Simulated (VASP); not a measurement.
# SiC: single point with PBE

The system is SiC.

```
Si C
1.0
    -3.07600    0.00000    0.00000
    -1.53800   -2.66389    0.00000
     0.00000    0.00000   13.09600
Si C
4 4
Direct
  0.33333 0.33333 0.50399
  0.33333 0.33333 0.11853
  0.66667 0.66667 0.69672
  0.66667 0.66667 0.31126
  0.33333 0.33333 0.65239
  0.33333 0.33333 0.26693
  0.66667 0.66667 0.07420
  0.66667 0.66667 0.45966
```

* Program: VASP 6.6.1
* Task: single point
* Functional: PBE
* Potentials or basis: VASP PAW PBE potentials, release 64 (Si, C)
* Cutoff: 600 eV
* k mesh: 10 × 10 × 3
* Occupations: gaussian, width 0.05 eV
* Spin: no spin polarisation
* Dipole correction: no
* Further INCAR settings: ALGO = Normal; EDIFF = 1e-06; NBANDS = 26

```json
{"Pressure": "2.2 GPa", "Largest force": "2.205 eV/Å", "Band gap on the k mesh": "zero (band 16 reaches 5.84 eV, above the bottom of band 17 at 5.59 eV)"}
```

Forces on the atoms (eV/Å):
```
Si   0.000  0.000 -0.140
Si   0.000  0.000 -2.205
Si   0.000  0.000 -0.061
Si   0.000  0.000 -0.177
C    0.000  0.000  0.537
C    0.000  0.000  0.392
C    0.000  0.000  1.734
C    0.000  0.000 -0.079
```

Stress tensor (GPa, compression positive):
```
 3.58  0.00  0.00
 0.00  3.58  0.00
 0.00  0.00 -0.58
```

Levels at points of the mesh, in eV from the Fermi level:
```csv
k point,band 13,band 14,band 15,band 16,band 17,band 18,band 19,band 20
"(0.00, 0.00, 0.00)",-1.30,-0.45,0.07,0.07,0.23,3.90,4.85,5.60
"(0.50, 0.00, 0.00)",-3.13,-2.84,-1.46,-0.29,-0.15,1.87,2.60,3.25
```

It took 2.5 min on 1 thread of AMD EPYC 9R45 96-Core Processor (Zen 5), on a shared host, peak memory 0.28 GiB.

Caveat: forces of over 1 eV/Å act on the atoms, so gaps and moduli don't describe the material at rest.
